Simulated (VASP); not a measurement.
# Mo (Fd-3m) in VASP: a series of runs, part 2 of 2

VASP 6.6.1.

## 3. Relaxation of cell and atoms, r2SCAN, target pressure 10 GPa, at which the enthalpy is minimised

File POSCAR:

```
Mo
1.0
    0.0000000000      2.7250000000      2.7250000000
    2.7250000000      0.0000000000      2.7250000000
    2.7250000000      2.7250000000      0.0000000000
Mo
2
Direct
    0.0000000000      0.0000000000      0.0000000000
    0.2500000000      0.2500000000      0.2500000000
```

File INCAR.step1:

```
ALGO = Normal
EDIFF = 1E-4
ENCUT = 600
GGA = PE
ISMEAR = -1
LASPH = True
LCHARG = False
LREAL = False
LWAVE = True
NELM = 80
PREC = Accurate
SIGMA = 0.1
```

File INCAR.step2:

```
ALGO = Normal
EDIFF = 1E-6
EDIFFG = -0.01
ENCUT = 600
IBRION = 2
ISIF = 3
ISMEAR = -1
ISTART = 1
LASPH = True
LCHARG = False
LMIXTAU = True
LREAL = False
LWAVE = False
METAGGA = R2SCAN
NELM = 80
NSW = 80
PREC = Accurate
PSTRESS = 100.0
SIGMA = 0.1
```

File KPOINTS:

```
k-points
0
Gamma
  6 6 6
```

Potentials or basis: VASP PAW PBE potentials, release 64 (Mo_sv).

On the command line:

```console
$ cat potpaw_PBE.64/Mo_sv/POTCAR > POTCAR
$ cp INCAR.step1 INCAR
$ mpirun -np 1 vasp_std > vasp.out
$ cp INCAR.step2 INCAR
$ mpirun -np 1 vasp_std > vasp.out
```

OUTCAR:

```text
EDIFF = 1E-6
   EDIFFG = -0.01
   ENCUT = 600
   IBRION = 2
   ISIF = 3
   ISMEAR = -1
   ISTART = 1
   LASPH = True
   LREAL = False
   METAGGA = R2SCAN
   NELM = 80
   NSW = 80
   PREC = Accurate
   PSTRESS = 100.0

 ion  position               nearest neighbor table
   1  0.000  0.000  0.000-   2 2.36   2 2.36   2 2.36   2 2.36
   2  0.250  0.250  0.250-   1 2.36   1 2.36   1 2.36   1 2.36

  LATTYP: Found a face centered cubic cell.
 ALAT       =     5.4500000000

  Lattice vectors:

 A1 = (   0.0000000000,   2.7250000000,   2.7250000000)
 A2 = (   2.7250000000,   0.0000000000,   2.7250000000)
 A3 = (   2.7250000000,   2.7250000000,   0.0000000000)

Analysis of symmetry for initial positions (statically):
=====================================================================
 Subroutine PRICEL returns:
 Original cell was already a primitive cell.

 Routine SETGRP: Setting up the symmetry group for a
 face centered cubic supercell.

 Subroutine GETGRP returns: Found 48 space group operations
 (whereof 24 operations were pure point group operations)
 out of a pool of 48 trial point group operations.

The static configuration has the point symmetry T_d .
 The point group associated with its full space group is O_h .

Analysis of symmetry for dynamics (positions and initial velocities):
=====================================================================
 Subroutine PRICEL returns:
 Original cell was already a primitive cell.

 Routine SETGRP: Setting up the symmetry group for a
 face centered cubic supercell.

 Subroutine GETGRP returns: Found 48 space group operations
 (whereof 24 operations were pure point group operations)
 out of a pool of 48 trial point group operations.

The dynamic configuration has the point symmetry T_d .
 The point group associated with its full space group is O_h .

 Subroutine INISYM returns: Found 48 space group operations
 (whereof 24 operations are pure point group operations),
 and found     1 'primitive' translations

----------------------------------------------------------------------------------------

                                     Primitive cell

  volume of cell :      40.4697

  direct lattice vectors                    reciprocal lattice vectors
     0.000000000  2.725000000  2.725000000    -0.183486239  0.183486239  0.183486239
     2.725000000  0.000000000  2.725000000     0.183486239 -0.183486239  0.183486239
     2.725000000  2.725000000  0.000000000     0.183486239  0.183486239 -0.183486239

  length of vectors
     3.853731957  3.853731957  3.853731957     0.317807488  0.317807488  0.317807488

  position of ions in fractional coordinates (direct lattice)
     0.000000000  0.000000000  0.000000000
     0.250000000  0.250000000  0.250000000

  ion indices of the primitive-cell ions
   primitive index   ion index
                 1           1
                 2           2

----------------------------------------------------------------------------------------

 KPOINTS: k-points

Automatic generation of k-mesh.
 Grid dimensions read from file:
 generate k-points for:    6    6    6

 Generating k-lattice:

  Cartesian coordinates                     Fractional coordinates (reciprocal lattice)
    -0.030581040  0.030581040  0.030581040     0.166666667  0.000000000  0.000000000
     0.030581040 -0.030581040  0.030581040     0.000000000  0.166666667  0.000000000
     0.030581040  0.030581040 -0.030581040     0.000000000  0.000000000  0.166666667

  Length of vectors
     0.052967915  0.052967915  0.052967915

  Shift w.r.t. Gamma in fractional coordinates (k-lattice)
     0.000000000  0.000000000  0.000000000

 Subroutine IBZKPT returns following result:
 ===========================================

 Found     16 irreducible k-points:

 Following reciprocal coordinates:
            Coordinates               Weight
  0.000000  0.000000  0.000000      1.000000
  0.166667  0.000000  0.000000      8.000000
  0.333333  0.000000  0.000000      8.000000
  0.500000  0.000000  0.000000      4.000000
  0.166667  0.166667  0.000000      6.000000
  0.333333  0.166667  0.000000     24.000000
[... 8 lines left out ...]
 -0.333333  0.333333  0.166667     24.000000
 -0.333333  0.500000  0.166667     12.000000
   k-points           NKPTS =     16   k-points in BZ     NKDIM =     16   number of bands    NBANDS=     18
   number of dos      NEDOS =    301   number of ions     NIONS =      2
   total plane-waves  NPLWV =  32768
   dimension x,y,z NGX =    32 NGY =   32 NGZ =   32
   dimension x,y,z NGXF=    64 NGYF=   64 NGZF=   64
   ions per type =               2
   NGX,Y,Z   is equivalent  to a cutoff of  13.80, 13.80, 13.80 a.u.
   NGXF,Y,Z  is equivalent  to a cutoff of  27.61, 27.61, 27.61 a.u.
 SYSTEM =  unknown system
   PREC   = accura    normal or accurate (medium, high low for compatibility)
   ISTART =      1    job   : 0-new  1-cont  2-samecut
   ICHARG =      0    charge: 1-file 2-atom 10-const
   ISPIN  =      1    spin polarized calculation?
   LNONCOLLINEAR =      F non collinear calculations
   LSORBIT =      F    spin-orbit coupling
   LASPH  =      T    aspherical Exc in radial PAW
   ENCUT  =  600.0 eV  44.10 Ry    6.64 a.u.   7.70  7.70  7.70*2*pi/ulx,y,z
   NELM   =     80;   NELMIN=  2; NELMDL=  0     # of ELM steps
   EDIFF  = 0.1E-05   stopping-criterion for ELM
   LREAL  =      F    real-space projection
   EDIFFG = -.1E-01   stopping-criterion for IOM
   NSW    =     80    number of steps for IOM
   IBRION =      2    ionic relax: 0-MD 1-quasi-New 2-CG
   NFREE  =      1    steps in history (QN), initial steepest desc. (CG)
   ISIF   =      3    stress and relaxation
   ISYM   =      2    0-nonsym 1-usesym 2-fastsym
   POTIM  = 0.5000    time-step for ionic-motion
   TEBEG  =    0.0;   TEEND  =   0.0 temperature during run
   PSTRESS=  100.0 pullay stress
   NELECT =      28.0000    total number of electrons
   NUPDOWN=      -1.0000    fix difference up-down
   EMIN   =  10.00;   EMAX   =-10.00  energy-range for DOS
   EFERMI =   0.00;   METHOD = LEGACY
   ISMEAR =    -1;   SIGMA  =   0.10  broadening in eV -4-tet -1-fermi 0-gaus
   EFERMI_NEDOS =   21; number of points for ismear=-14 and -15
   IALGO  =     38    algorithm
   IMIX   =      4    mixing-type and parameters
     AMIX     =   0.40;   BMIX     =  1.00
     AMIX_MAG =   1.60;   BMIX_MAG =  1.00
  volume/ion in A,a.u.               =      20.23       136.55
  Fermi-wavevector in a.u.,A,eV,Ry     =   1.447941  2.736213 28.525083  2.096534
  Thomas-Fermi vector in A             =   2.565839
   LORBIT       =      0    0 simple, 1 ext, 2 COOP (PROOUT), +10 PAW based schemes
   METAGGA = R2SCAN    functional components
   LHFCALC =     F    Hartree Fock is set to
   AEXX    =    0.0000 exact exchange contribution
   IVDW    =     0    specifies the selected vdW correction
   LEPSILON=     F    determine dielectric tensor
   LRPA    =     F    only Hartree local field effects (RPA)
 conjugate gradient relaxation of ions
 non-spin polarized calculation
  energy-cutoff  :      600.00
  volume of cell :       40.47
 maximum number of plane-waves:      1363
   NGX = 15   NGY = 15   NGZ = 15

--------------------------------------- Ionic step        1  -------------------------------------------

 number of electron      28.0000001 magnetization

 Free energy of the ion-electron system (eV)
  ---------------------------------------------------
  ext. energy  EPLUGINS =         0.00000000
  ---------------------------------------------------
  free energy    TOTEN  =       -47.31390743 eV

  energy without entropy =      -47.25060900  energy(sigma->0) =      -47.28225821

------------------------ aborting loop because EDIFF is reached ----------------------------------------

  FORCE on cell =-STRESS in cart. coord.  units (eV):
  Direction    XX          YY          ZZ          XY          YZ          ZX
  --------------------------------------------------------------------------------------
  -------------------------------------------------------------------------------------
  Total        4.0865566      4.0865566      4.0865566      0.0000000     -0.0000000      0.0000000
  in kB      161.7851250    161.7851250    161.7851250      0.0000000     -0.0000000      0.0000000
  external PRESSURE =      61.7851250 kB  Pullay stress =     100.0000000 kB
[... 99 lines left out ...]
  enthalpy is  TOTEN    =       -44.8165741805 eV   P V=        2.6240803650

--------------------------------------- Ionic step        4  -------------------------------------------

 number of electron      27.9999997 magnetization

 Free energy of the ion-electron system (eV)
  ---------------------------------------------------
  ext. energy  EPLUGINS =         0.00000000
  ---------------------------------------------------
  free energy    TOTEN  =       -47.43868322 eV

  energy without entropy =      -47.37175870  energy(sigma->0) =      -47.40522096

 E-fermi :   7.9535     XC(G=0): -12.1042

 val. band max:        7.8599254859   @ k =   0.3333   0.1667   0.0000
 cond. band min:       7.9773283091   @ k =  -0.3333   0.5000   0.1667
 fundamental gap:      0.1174028232
 Fermi energy:         7.9534784609

 k-point     1 :       0.0000    0.0000    0.0000
  band No.  band energies     occupation
      1     -54.5188      2.00000
      2     -53.5058      2.00000
      3     -28.2934      2.00000
      4     -28.2934      2.00000
      5     -28.2934      2.00000
      6     -26.8056      2.00000
[... 10 lines left out ...]
     17       9.4399      0.00000
     18      13.0553      0.00000
[... 342 lines left out ...]
  FREE ENERGIE OF THE ION-ELECTRON SYSTEM (eV)
  ---------------------------------------------------
  free  energy   TOTEN  =       -47.4386832154 eV

  energy  without entropy=      -47.3717587044  energy(sigma->0) =      -47.40522096

  enthalpy is  TOTEN    =       -44.8165906370 eV   P V=        2.6220925784

 reached required accuracy - stopping structural energy minimisation
```

OUTCAR.step1:

```text
EDIFF = 1E-4
   ENCUT = 600
   GGA = PE
   ISMEAR = -1
   LASPH = True
[... 547 lines left out ...]
      0.00000      0.00000      0.00000        -0.000000     -0.000000     -0.000000
      1.36250      1.36250      1.36250         0.000000      0.000000      0.000000
 -----------------------------------------------------------------------------------
    total drift:                               -0.000000      0.000000      0.000000

  FREE ENERGIE OF THE ION-ELECTRON SYSTEM (eV)
  ---------------------------------------------------
  free  energy   TOTEN  =       -17.1839453622 eV

  energy  without entropy=      -17.1166119250  energy(sigma->0) =      -17.15027864
```

OSZICAR.step1:

```text
N       E                     dE             d eps       ncg     rms          rms(c)
DAV:   1     0.311087545573E+03    0.31109E+03   -0.18315E+04   576   0.174E+03
DAV:   2    -0.787122397246E+01   -0.31896E+03   -0.31371E+03   632   0.501E+02
DAV:   3    -0.172435768536E+02   -0.93724E+01   -0.89238E+01   750   0.748E+01
DAV:   4    -0.173893640165E+02   -0.14579E+00   -0.14519E+00   650   0.763E+00
DAV:   5    -0.173904569957E+02   -0.10930E-02   -0.10927E-02   658   0.809E-01    0.178E+01
DAV:   6    -0.172231608847E+02    0.16730E+00   -0.34481E-01   652   0.575E+00    0.851E+00
DAV:   7    -0.171861597697E+02    0.37001E-01   -0.96285E-02   632   0.333E+00    0.126E+00
DAV:   8    -0.171839069306E+02    0.22528E-02   -0.10630E-02   618   0.786E-01    0.850E-02
DAV:   9    -0.171839453622E+02   -0.38432E-04   -0.13760E-04   498   0.989E-02
   1 F= -.17183945E+02 E0= -.17150279E+02  d E =-.673334E-01
```

Run time: 2.1 min. Hardware: 1 thread of AMD EPYC 9R45 (Zen 5), shared host; peak memory 0.17 GiB.

Results:

| Quantity | Value |
| --- | --- |
| Free energy | -47.4387 eV |
| Relaxed volume | 21.01 Å³/atom |
| Relaxed cell | a = 3.902 Å, b = 3.902 Å, c = 3.902 Å, α = 60.00°, β = 60.00°, γ = 60.00° |
| Space group after relaxing (to 0.05 Å) | Fd-3m (No. 227) |
| Energy change on relaxing (the enthalpy is what falls) | -62.4 meV/atom |
| Ionic steps | 4 |
| Pressure after relaxing | 10.0 GPa |
| Band gap on the k mesh | zero (band 14 reaches 8.14 eV, above the bottom of band 15 at 7.85 eV) |

The path:
```
step  energy change (eV)  largest force (eV/Å)  pressure (GPa)  volume (Å³)
   1              0.0000                0.0000           16.18        40.47
   2             -0.2209                0.0000            0.26        45.21
   3             -0.1267                0.0000            9.91        42.04
   4             -0.1248                0.0000            9.97        42.01
```

Final structure:
```cif
data_structure
_symmetry_space_group_name_H-M 'P 1'
_symmetry_Int_Tables_number 1
_cell_length_a 3.9020
_cell_length_b 3.9020
_cell_length_c 3.9020
_cell_angle_alpha 60.000
_cell_angle_beta 60.000
_cell_angle_gamma 60.000
_cell_volume 42.01
loop_
_atom_site_label
_atom_site_type_symbol
_atom_site_fract_x
_atom_site_fract_y
_atom_site_fract_z
_atom_site_occupancy
Mo1 Mo 0.00000 0.00000 0.00000 1
Mo2 Mo 0.25000 0.25000 0.25000 1
```

Caveat: the cell is relaxed towards a set pressure, so the enthalpy falls and the energy may rise; the PAW data sets were made with another functional, which shifts forces and pressure a little.

## 4. Relaxation of cell and atoms, r2SCAN, target pressure 20 GPa, at which the enthalpy is minimised

POSCAR is that of step 3.

INCAR.step1 is that of step 3.

Edit INCAR.step2 of step 3 so:

```diff
@@ -17,3 +17,3 @@
 PREC = Accurate
-PSTRESS = 100.0
+PSTRESS = 200.0
 SIGMA = 0.1
```

KPOINTS is that of step 3.

Potentials or basis: VASP PAW PBE potentials, release 64 (Mo_sv).

On the command line:

```console
$ cat potpaw_PBE.64/Mo_sv/POTCAR > POTCAR
$ cp INCAR.step1 INCAR
$ mpirun -np 1 vasp_std > vasp.out
$ cp INCAR.step2 INCAR
$ mpirun -np 1 vasp_std > vasp.out
```

OUTCAR:

```text
EDIFF = 1E-6
   EDIFFG = -0.01
   ENCUT = 600
   IBRION = 2
   ISIF = 3
   ISMEAR = -1
   ISTART = 1
   LASPH = True
   LREAL = False
   METAGGA = R2SCAN
   NELM = 80
   NSW = 80
   PREC = Accurate
   PSTRESS = 200.0

 ion  position               nearest neighbor table
   1  0.000  0.000  0.000-   2 2.36   2 2.36   2 2.36   2 2.36
   2  0.250  0.250  0.250-   1 2.36   1 2.36   1 2.36   1 2.36

  LATTYP: Found a face centered cubic cell.
 ALAT       =     5.4500000000

  Lattice vectors:

 A1 = (   0.0000000000,   2.7250000000,   2.7250000000)
 A2 = (   2.7250000000,   0.0000000000,   2.7250000000)
 A3 = (   2.7250000000,   2.7250000000,   0.0000000000)

Analysis of symmetry for initial positions (statically):
=====================================================================
 Subroutine PRICEL returns:
 Original cell was already a primitive cell.

 Routine SETGRP: Setting up the symmetry group for a
 face centered cubic supercell.

 Subroutine GETGRP returns: Found 48 space group operations
 (whereof 24 operations were pure point group operations)
 out of a pool of 48 trial point group operations.

The static configuration has the point symmetry T_d .
[... 138 lines left out ...]
 non-spin polarized calculation
  energy-cutoff  :      600.00
  volume of cell :       40.47
 maximum number of plane-waves:      1363
   NGX = 15   NGY = 15   NGZ = 15

--------------------------------------- Ionic step        1  -------------------------------------------

 number of electron      28.0000001 magnetization

 Free energy of the ion-electron system (eV)
  ---------------------------------------------------
  ext. energy  EPLUGINS =         0.00000000
  ---------------------------------------------------
  free energy    TOTEN  =       -47.31390743 eV

  energy without entropy =      -47.25060900  energy(sigma->0) =      -47.28225821

------------------------ aborting loop because EDIFF is reached ----------------------------------------

  FORCE on cell =-STRESS in cart. coord.  units (eV):
  Direction    XX          YY          ZZ          XY          YZ          ZX
  --------------------------------------------------------------------------------------
  -------------------------------------------------------------------------------------
  Total        4.0865566      4.0865566      4.0865566      0.0000000     -0.0000000      0.0000000
  in kB      161.7851250    161.7851250    161.7851250      0.0000000     -0.0000000      0.0000000
  external PRESSURE =     -38.2148750 kB  Pullay stress =     200.0000000 kB
[... 63 lines left out ...]
--------------------------------------- Ionic step        3  -------------------------------------------

 number of electron      28.0000003 magnetization

 Free energy of the ion-electron system (eV)
  ---------------------------------------------------
  ext. energy  EPLUGINS =         0.00000000
  ---------------------------------------------------
  free energy    TOTEN  =       -47.22287283 eV

  energy without entropy =      -47.16120382  energy(sigma->0) =      -47.19203833

 E-fermi :   8.7124     XC(G=0): -12.4344

 val. band max:        8.6086127065   @ k =   0.3333   0.1667   0.0000
 cond. band min:       8.7559865533   @ k =  -0.3333   0.5000   0.1667
 fundamental gap:      0.1473738468
 Fermi energy:         8.7123962345

 k-point     1 :       0.0000    0.0000    0.0000
  band No.  band energies     occupation
      1     -53.8989      2.00000
      2     -52.6795      2.00000
      3     -27.7137      2.00000
      4     -27.7137      2.00000
      5     -27.7137      2.00000
      6     -26.0118      2.00000
[... 358 lines left out ...]
  energy  without entropy=      -47.1612038224  energy(sigma->0) =      -47.19203833

  enthalpy is  TOTEN    =       -42.2721019243 eV   P V=        4.9507709073

 reached required accuracy - stopping structural energy minimisation
```

OUTCAR.step1:

```text
EDIFF = 1E-4
   ENCUT = 600
   GGA = PE
   ISMEAR = -1
   LASPH = True
[... 547 lines left out ...]
      0.00000      0.00000      0.00000        -0.000000     -0.000000     -0.000000
      1.36250      1.36250      1.36250         0.000000      0.000000      0.000000
 -----------------------------------------------------------------------------------
    total drift:                               -0.000000      0.000000      0.000000

  FREE ENERGIE OF THE ION-ELECTRON SYSTEM (eV)
  ---------------------------------------------------
  free  energy   TOTEN  =       -17.1839453622 eV

  energy  without entropy=      -17.1166119250  energy(sigma->0) =      -17.15027864
```

Wall time 99 s (1 thread of AMD EPYC 9R45 (Zen 5), shared host); peak memory 0.17 GiB.

Results:

- Free energy: -47.2229 eV
- Relaxed volume: 19.83 Å³/atom
- Relaxed cell: a = 3.828 Å, b = 3.828 Å, c = 3.828 Å, α = 60.00°, β = 60.00°, γ = 60.00°
- Space group after relaxing (to 0.05 Å): Fd-3m (No. 227)
- Energy change on relaxing (the enthalpy is what falls): +45.5 meV/atom
- Ionic steps: 3
- Pressure after relaxing: 19.9 GPa
- Band gap on the k mesh: zero (band 14 reaches 9.06 eV, above the bottom of band 15 at 8.56 eV)

Step by step:
```
step  energy change (eV)  largest force (eV/Å)  pressure (GPa)  volume (Å³)
   1              0.0000                0.0000           16.18        40.47
   2              0.3968                0.0000           30.71        37.71
   3              0.0910                0.0000           19.93        39.66
```

Final structure:
```
Mo
1.0
     0.00000    2.70671    2.70671
     2.70671    0.00000    2.70671
     2.70671    2.70671    0.00000
Mo
2
Cartesian
  0.0000 0.0000 0.0000
  1.3534 1.3534 1.3534
```

Levels at points of the mesh, in eV from the Fermi level:
```csv
k point,band 10,band 11,band 12,band 13,band 14,band 15,band 16,band 17,band 18
"(0.00, 0.00, 0.00)",-2.99,-2.99,-1.73,-1.73,-1.73,1.54,1.54,1.54,5.40
"(0.50, 0.00, 0.00)",-2.67,-2.67,-2.34,-2.16,-2.16,0.62,2.79,2.79,4.40
"(0.50, 0.50, 0.00)",-3.98,-2.13,-2.13,0.35,0.35,0.45,0.45,4.74,4.74
```

Caveat: the cell is relaxed towards a set pressure, so the enthalpy falls and the energy may rise; the PAW data sets were made with another functional, which shifts forces and pressure a little.

## 5. Summary

```csv
cell,gap on the mesh (eV),pressure (GPa)
relaxed to 5 GPa,none,5.0
relaxed to 10 GPa,none,10.0
relaxed to 20 GPa,none,19.9
```

Alike in all rows: task relaxation of cell and atoms; level r2SCAN; potentials or basis VASP PAW PBE potentials, release 64 (Mo_sv); no spin polarisation; k mesh 6 × 6 × 6; cutoff (eV) 600; smearing fermi-dirac 0.1 eV.

Caveats: the cell is relaxed towards a set pressure, so the enthalpy falls and the energy may rise; the PAW data sets were made with another functional, which shifts forces and pressure a little.

Total energies depend on the potentials used, so only differences within one code and one set of settings carry meaning.
